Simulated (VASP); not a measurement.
**Y: relaxation of cell and atoms with PBE**

Crystal: Y.

```
Y
1.0
     2.79233    0.00000    0.00000
    -1.39617    2.41823    0.00000
     0.00000    0.00000    4.73920
Y
2
Direct
  0.33333 0.66667 0.25000
  0.66667 0.33333 0.75000
```

| Item | Value |
| --- | --- |
| Program | VASP 6.6.1 |
| Task | relaxation of cell and atoms |
| Functional | PBE |
| Potentials or basis | VASP PAW PBE potentials, release 64 (Y_sv) |
| Cutoff | 600 eV |
| k mesh | 15 × 15 × 9 |
| Occupations | fermi-dirac, width 0.05 eV |
| Spin | no spin polarisation |
| Target pressure | 81 GPa |
| Dipole correction | no |
| Further INCAR settings | ALGO = Normal; EDIFF = 1e-06; IBRION = 2; EDIFFG = -0.005; NSW = 32; ISIF = 3 |

The energy change on relaxing (the run minimises the enthalpy) is -0.1 meV/atom and the ionic steps are 8. The pressure after relaxing is 81.0 GPa and the band gap on the k mesh is zero (bands 11 and 12 overlap by 2.72 eV).

The path:
```csv
step,energy change (eV),largest force (eV/Å),pressure (GPa),volume (Å³)
1,0.0000,0.0000,80.98,32.00
2,0.0045,0.0000,81.08,31.99
3,0.0062,0.0000,81.10,31.99
4,0.0053,0.0000,81.09,31.99
5,0.0049,0.0000,81.10,31.99
6,0.0047,0.0000,81.09,31.99
7,-0.0162,0.0000,80.78,32.03
8,-0.0002,0.0000,81.00,32.00
```

Final structure:
```xyz
2
Lattice="2.7936 0.0000 0.0000 -1.3968 2.4193 0.0000 0.0000 0.0000 4.7350" Properties=species:S:1:pos:R:3 pbc="T T T"
Y     0.0000    1.6129    1.1837
Y     1.3968    0.8064    3.5512
```

Levels at points of the mesh, in eV from the Fermi level:
| k point | band 9 | band 10 | band 11 | band 12 | band 13 | band 14 |
| --- | --- | --- | --- | --- | --- | --- |
| (0.00, 0.00, 0.00) | -4.32 | -2.89 | 1.56 | 2.25 | 2.25 | 3.36 |

Wall time 2.1 min on 1 thread of Intel(R) Xeon(R) 6975P-C (Granite Rapids) (shared host), peak memory 0.24 GiB.

Caveat: the cell is relaxed towards a set pressure, so the run minimises the enthalpy, not the energy.
